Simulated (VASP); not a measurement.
# Cd (I4_1/amd) in VASP: further runs, part 2 of 2

VASP 6.6.1.

## (4) Single point, PBE (volume scaled by 0.45)

The input, INCAR:

```
ALGO = Normal
EDIFF = 1E-7
ENCUT = 520
GGA = PE
ISIF = 2
ISMEAR = -1
LASPH = T
LCHARG = T
LELF = T
LREAL = F
LVHAR = T
LWAVE = F
NBANDS = 19
NELM = 80
PREC = Accurate
SIGMA = 0.1
```

The input, KPOINTS:

```
k-points
0
Gamma
  14 14 14
```

The input, POSCAR:

```
Cd
1.0
   -2.2368691420      2.2368691420      1.1627869747
    2.2368691420     -2.2368691420      1.1627869747
    2.2368691420      2.2368691420     -1.1627869747
Cd
2
Direct
   -0.3750000000     -0.1250000000     -0.2500000000
    0.3750000000      0.1250000000      0.2500000000
```

Potentials or basis: VASP PAW PBE potentials, release 64 (Cd).

Launch:

```sh
$ cat potpaw_PBE.64/Cd/POTCAR > POTCAR
$ mpirun -np 1 vasp_std > vasp.out
```

OUTCAR:

```text
EDIFF = 1E-7
   ENCUT = 520
   GGA = PE
   ISIF = 2
   ISMEAR = -1
   LASPH = T
   LREAL = F
   NELM = 80
   PREC = Accurate

 ion  position               nearest neighbor table
   1  0.625  0.875  0.750-   2 2.31   2 2.31   2 2.31   2 2.31   2 2.84   2 2.84   2 2.84   2 2.84
                             2 3.67   2 3.67
   2  0.375  0.125  0.250-   1 2.31   1 2.31   1 2.31   1 2.31   1 2.84   1 2.84   1 2.84   1 2.84
                             1 3.67   1 3.67

  LATTYP: Found a body centered tetragonal cell.
 ALAT       =     4.4737382840
 C/A-ratio  =     0.5198278938

  Lattice vectors:

 A1 = (  -2.2368691420,   2.2368691420,   1.1627869747)
 A2 = (   2.2368691420,  -2.2368691420,   1.1627869747)
 A3 = (   2.2368691420,   2.2368691420,  -1.1627869747)

Analysis of symmetry for initial positions (statically):
=====================================================================
 Subroutine PRICEL returns:
 Original cell was already a primitive cell.

 Routine SETGRP: Setting up the symmetry group for a
 body centered tetragonal supercell.

 Subroutine GETGRP returns: Found 16 space group operations
 (whereof  4 operations were pure point group operations)
 out of a pool of 16 trial point group operations.

The static configuration has the point symmetry C_2h.
 The point group associated with its full space group is D_4h.

Analysis of symmetry for dynamics (positions and initial velocities):
=====================================================================
 Subroutine PRICEL returns:
 Original cell was already a primitive cell.

 Routine SETGRP: Setting up the symmetry group for a
 body centered tetragonal supercell.

 Subroutine GETGRP returns: Found 16 space group operations
 (whereof  4 operations were pure point group operations)
 out of a pool of 16 trial point group operations.

The dynamic configuration has the point symmetry C_2h.
 The point group associated with its full space group is D_4h.

 Subroutine INISYM returns: Found 16 space group operations
 (whereof  4 operations are pure point group operations),
 and found     1 'primitive' translations

----------------------------------------------------------------------------------------

                                     Primitive cell

  volume of cell :      23.2724

  direct lattice vectors                    reciprocal lattice vectors
    -2.236869142  2.236869142  1.162786975     0.000000000  0.223526710  0.430001377
     2.236869142 -2.236869142  1.162786975     0.223526710  0.000000000  0.430001377
     2.236869142  2.236869142 -1.162786975     0.223526710  0.223526710  0.000000000

  length of vectors
     3.370347262  3.370347262  3.370347262     0.484629110  0.484629110  0.316114505

  position of ions in fractional coordinates (direct lattice)
     0.625000000  0.875000000  0.750000000
     0.375000000  0.125000000  0.250000000

  ion indices of the primitive-cell ions
   primitive index   ion index
                 1           1
                 2           2

----------------------------------------------------------------------------------------

 KPOINTS: k-points

Automatic generation of k-mesh.
 Grid dimensions read from file:
 generate k-points for:   14   14   14

 Generating k-lattice:

  Cartesian coordinates                     Fractional coordinates (reciprocal lattice)
     0.000000000  0.015966194  0.030714384     0.071428571  0.000000000  0.000000000
     0.015966194  0.000000000  0.030714384     0.000000000  0.071428571  0.000000000
     0.015966194  0.015966194  0.000000000     0.000000000  0.000000000  0.071428571

  Length of vectors
     0.034616365  0.034616365  0.022579607

  Shift w.r.t. Gamma in fractional coordinates (k-lattice)
     0.000000000  0.000000000  0.000000000

 Subroutine IBZKPT returns following result:
 ===========================================

 Found    244 irreducible k-points:

 Following reciprocal coordinates:
            Coordinates               Weight
  0.000000  0.000000  0.000000      1.000000
  0.071429  0.000000 -0.000000      8.000000
  0.142857  0.000000 -0.000000      8.000000
  0.214286  0.000000 -0.000000      8.000000
  0.285714  0.000000 -0.000000      8.000000
  0.357143  0.000000 -0.000000      8.000000
[... 16 lines left out ...]
  0.214286  0.142857 -0.000000     16.000000
  0.285714  0.142857 -0.000000     16.000000
 [... further k-points ...]
   k-points           NKPTS =    244   k-points in BZ     NKDIM =    244   number of bands    NBANDS=     19
   number of dos      NEDOS =    301   number of ions     NIONS =      2
   total plane-waves  NPLWV =  21952
   dimension x,y,z NGX =    28 NGY =   28 NGZ =   28
   dimension x,y,z NGXF=    56 NGYF=   56 NGZF=   56
   ions per type =               2
   NGX,Y,Z   is equivalent  to a cutoff of  13.81, 13.81, 13.81 a.u.
   NGXF,Y,Z  is equivalent  to a cutoff of  27.62, 27.62, 27.62 a.u.
 SYSTEM =  unknown system
   PREC   = accura    normal or accurate (medium, high low for compatibility)
   ISTART =      0    job   : 0-new  1-cont  2-samecut
   ICHARG =      2    charge: 1-file 2-atom 10-const
   ISPIN  =      1    spin polarized calculation?
   LNONCOLLINEAR =      F non collinear calculations
   LSORBIT =      F    spin-orbit coupling
   LASPH  =      T    aspherical Exc in radial PAW
   ENCUT  =  520.0 eV  38.22 Ry    6.18 a.u.   6.27  6.27  6.27*2*pi/ulx,y,z
   NELM   =     80;   NELMIN=  2; NELMDL= -5     # of ELM steps
   EDIFF  = 0.1E-06   stopping-criterion for ELM
   LREAL  =      F    real-space projection
   EDIFFG = 0.1E-05   stopping-criterion for IOM
   NSW    =      0    number of steps for IOM
   IBRION =     -1    ionic relax: 0-MD 1-quasi-New 2-CG
   NFREE  =      0    steps in history (QN), initial steepest desc. (CG)
   ISIF   =      2    stress and relaxation
   ISYM   =      2    0-nonsym 1-usesym 2-fastsym
   POTIM  = 0.5000    time-step for ionic-motion
   TEBEG  =    0.0;   TEEND  =   0.0 temperature during run
   PSTRESS=    0.0 pullay stress
   NELECT =      24.0000    total number of electrons
   NUPDOWN=      -1.0000    fix difference up-down
   EMIN   =  10.00;   EMAX   =-10.00  energy-range for DOS
   EFERMI =   0.00;   METHOD = LEGACY
   ISMEAR =    -1;   SIGMA  =   0.10  broadening in eV -4-tet -1-fermi 0-gaus
   EFERMI_NEDOS =   21; number of points for ismear=-14 and -15
   IALGO  =     38    algorithm
   IMIX   =      4    mixing-type and parameters
     AMIX     =   0.40;   BMIX     =  1.00
     AMIX_MAG =   1.60;   BMIX_MAG =  1.00
  volume/ion in A,a.u.               =      11.64        78.52
  Fermi-wavevector in a.u.,A,eV,Ry     =   1.653985  3.125578 37.220985  2.735665
  Thomas-Fermi vector in A             =   2.742329
   LORBIT       =      0    0 simple, 1 ext, 2 COOP (PROOUT), +10 PAW based schemes
   GGA     = PE    functional components
   LHFCALC =     F    Hartree Fock is set to
   AEXX    =    0.0000 exact exchange contribution
   IVDW    =     0    specifies the selected vdW correction
   LEPSILON=     F    determine dielectric tensor
   LRPA    =     F    only Hartree local field effects (RPA)
 non-spin polarized calculation
  energy-cutoff  :      520.00
  volume of cell :       23.27
 maximum number of plane-waves:       641
 NGX is ok and might be reduce to    28
   NGX = 13   NGY = 13   NGZ = 13

 number of electron      23.9999996 magnetization

 Free energy of the ion-electron system (eV)
  ---------------------------------------------------
  ext. energy  EPLUGINS =         0.00000000
  ---------------------------------------------------
  free energy    TOTEN  =         8.05172487 eV

  energy without entropy =        8.06648464  energy(sigma->0) =        8.05910476

 E-fermi :  10.3350     XC(G=0): -14.6926

 val. band max:       10.3210726788   @ k =  -0.2857  -0.4286   0.2143
 cond. band min:      10.3542259012   @ k =  -0.4286  -0.4286   0.2857
 fundamental gap:      0.0331532224
 Fermi energy:        10.3350284873

 k-point     1 :       0.0000    0.0000    0.0000
  band No.  band energies     occupation
      1      -5.6009      2.00000
      2      -5.4656      2.00000
      3      -5.2414      2.00000
      4      -4.6912      2.00000
      5      -4.4815      2.00000
      6      -0.9822      2.00000
[... 11 lines left out ...]
     18      31.2811      0.00000
     19      31.9755      0.00000
[... 485 lines left out ...]
 k-point    24 :       0.2857    0.1429   -0.0000
  band No.  band energies     occupation
      1      -5.1886      2.00000
      2      -4.9246      2.00000
      3      -3.7601      2.00000
      4      -3.5349      2.00000
      5      -2.9320      2.00000
      6      -2.6768      2.00000
[... 11 lines left out ...]
     18      22.6555      0.00000
     19      26.3804      0.00000

 [... further k-points ...]
[... 5 lines left out ...]
  --------------------------------------------------------------------------------------
  -------------------------------------------------------------------------------------
  Total       35.4871846     35.4871846     35.5751481     -0.0000000      0.0000000     -0.0000000
  in kB     2443.0976290   2443.0976290   2449.1534262     -0.0000000      0.0000000     -0.0000000
  external PRESSURE =    2445.1162281 kB  Pullay stress =       0.0000000 kB

 VOLUME and BASIS-vectors are now :
 -----------------------------------------------------------------------------
  energy-cutoff  :      520.00
  volume of cell :       23.27
      direct lattice vectors                 reciprocal lattice vectors
    -2.236869142  2.236869142  1.162786975     0.000000000  0.223526710  0.430001377
     2.236869142 -2.236869142  1.162786975     0.223526710  0.000000000  0.430001377
     2.236869142  2.236869142 -1.162786975     0.223526710  0.223526710  0.000000000

 POSITION                                       TOTAL-FORCE (eV/Angst)
 -----------------------------------------------------------------------------------
      2.23687      1.11843      0.87209        -0.000000      0.000000     -0.000000
     -0.00000      1.11843      0.29070         0.000000     -0.000000      0.000000
 -----------------------------------------------------------------------------------
    total drift:                                0.000000      0.000000     -0.000000

  FREE ENERGIE OF THE ION-ELECTRON SYSTEM (eV)
  ---------------------------------------------------
  free  energy   TOTEN  =         8.0517248698 eV

  energy  without entropy=        8.0664846450  energy(sigma->0) =        8.05910476
```

OSZICAR:

```text
N       E                     dE             d eps       ncg     rms          rms(c)
DAV:   1     0.205679724244E+03    0.20568E+03   -0.14010E+04  9280   0.145E+03
DAV:   2     0.117059373164E+02   -0.19397E+03   -0.18874E+03  9569   0.381E+02
DAV:   3     0.770295459320E+01   -0.40030E+01   -0.39925E+01 10502   0.622E+01
DAV:   4     0.769384199577E+01   -0.91126E-02   -0.91118E-02 10147   0.281E+00
DAV:   5     0.769382099753E+01   -0.20998E-04   -0.20997E-04 10234   0.129E-01    0.313E+01
DAV:   6     0.795103361748E+01    0.25721E+00   -0.17018E-01 10340   0.650E+00    0.190E+01
DAV:   7     0.804827919138E+01    0.97246E-01   -0.69654E-02 10343   0.386E+00    0.938E-01
DAV:   8     0.805177200335E+01    0.34928E-02   -0.16556E-02  9763   0.191E+00    0.121E-01
DAV:   9     0.805174809986E+01   -0.23903E-04   -0.77796E-05 10366   0.758E-02    0.654E-02
DAV:  10     0.805172481434E+01   -0.23286E-04   -0.86867E-06 10151   0.259E-02    0.969E-03
DAV:  11     0.805172444921E+01   -0.36513E-06   -0.10524E-06 10335   0.125E-02    0.536E-03
DAV:  12     0.805172509277E+01    0.64356E-06   -0.20711E-08  5209   0.150E-03    0.326E-03
DAV:  13     0.805172487834E+01   -0.21443E-06   -0.10288E-08  4975   0.142E-03    0.210E-04
DAV:  14     0.805172486983E+01   -0.85074E-08   -0.21453E-10  4894   0.142E-04
   1 F= 0.80517249E+01 E0= 0.80591048E+01  d E =-.147598E-01
```

Run time: 2.5 min. Hardware: 1 thread of AMD EPYC 7R13 (Zen 3), shared host; peak memory 0.19 GiB.

Results:

```
Free energy            : 8.0517 eV
Pressure               : 244.5 GPa
Band gap on the k mesh : zero (band 12 reaches 15.36 eV, above the bottom of band 13 at 8.63 eV)
```
